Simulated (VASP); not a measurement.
Wanted: the native input for a VASP 6.6.1 run.

* Task: single point
* Functional: r2SCAN
* Potentials or basis: VASP PAW PBE potentials, release 64 (Mn_pv, O)
* Cutoff: 520 eV
* k mesh: 14 × 14 × 14
* Occupations: gaussian, width 0.05 eV
* Spin: no spin polarisation
* Dipole correction: no
* Further INCAR settings: ALGO = Normal; EDIFF = 1e-07; NBANDS = 16

MnO:

```xyz
2
Lattice="0.0000 2.2252 2.2252 2.2252 0.0000 2.2252 2.2252 2.2252 0.0000" Properties=species:S:1:pos:R:3 pbc="T T T"
Mn    0.0000    0.0000    0.0000
O     2.2252    2.2252    2.2252
```

The input as run:

POSCAR

```
MnO
1.0
    0.0000000000      2.2252395987      2.2252395987
    2.2252395987      0.0000000000      2.2252395987
    2.2252395987      2.2252395987      0.0000000000
Mn O
1 1
Direct
    0.0000000000      0.0000000000      0.0000000000
    0.5000000000      0.5000000000      0.5000000000
```

INCAR.step1

```
PREC     = Accurate       # precision mode
ENCUT    = 520            # plane-wave cutoff, eV
ISMEAR   = 0              # smearing method
SIGMA    = 0.05           # smearing width, eV
LREAL    = F              # projectors in reciprocal space
LASPH    = T              # aspherical terms in the spheres
NELM     = 100            # most SCF steps
NBANDS   = 16             # bands
GGA      = PE             # functional
ALGO     = Normal         # electronic algorithm
EDIFF    = 1E-4           # SCF threshold, eV
LWAVE    = T              # write WAVECAR
LCHARG   = F              # write CHGCAR
```

INCAR.step2

```
PREC     = Accurate       # precision mode
ENCUT    = 520            # plane-wave cutoff, eV
EDIFF    = 1E-7           # SCF threshold, eV
ISMEAR   = 0              # smearing method
SIGMA    = 0.05           # smearing width, eV
LREAL    = F              # projectors in reciprocal space
LASPH    = T              # aspherical terms in the spheres
NELM     = 100            # most SCF steps
ALGO     = Normal         # electronic algorithm
ISIF     = 2              # what is computed and relaxed
LWAVE    = F              # write WAVECAR
LCHARG   = F              # write CHGCAR
METAGGA  = R2SCAN         # meta-GGA
LMIXTAU  = T            
NBANDS   = 16             # bands
ISTART   = 1
```

KPOINTS

```
regular mesh
0
Gamma
  14 14 14
```

Potentials or basis: VASP PAW PBE potentials, release 64 (Mn_pv, O).

Launch:

```bash
$ cat potpaw_PBE.64/Mn_pv/POTCAR potpaw_PBE.64/O/POTCAR > POTCAR
$ cp INCAR.step1 INCAR
$ mpirun -np 1 vasp_std > vasp.out
$ cp INCAR.step2 INCAR
$ mpirun -np 1 vasp_std > vasp.out
```

It gave:

```json
{"Pressure": "-36.7 GPa", "Band gap on the k mesh": "zero (an odd number of electrons rules out a gap without spin polarisation)"}
```

Caveat: the cell stands under tension; the PAW data sets were made with another functional, which shifts forces and pressure a little; an odd number of electrons without spin polarisation forces a metal; a magnetic or distorted state may lie lower; the run has no spin polarisation, though such a crystal can be magnetic; semilocal functionals often make such compounds metallic where correlation or magnetic order opens a gap, which also shifts bond lengths.

It took 3.2 min on 1 thread of Intel Xeon 8259CL, on a shared host, peak memory 0.17 GiB.
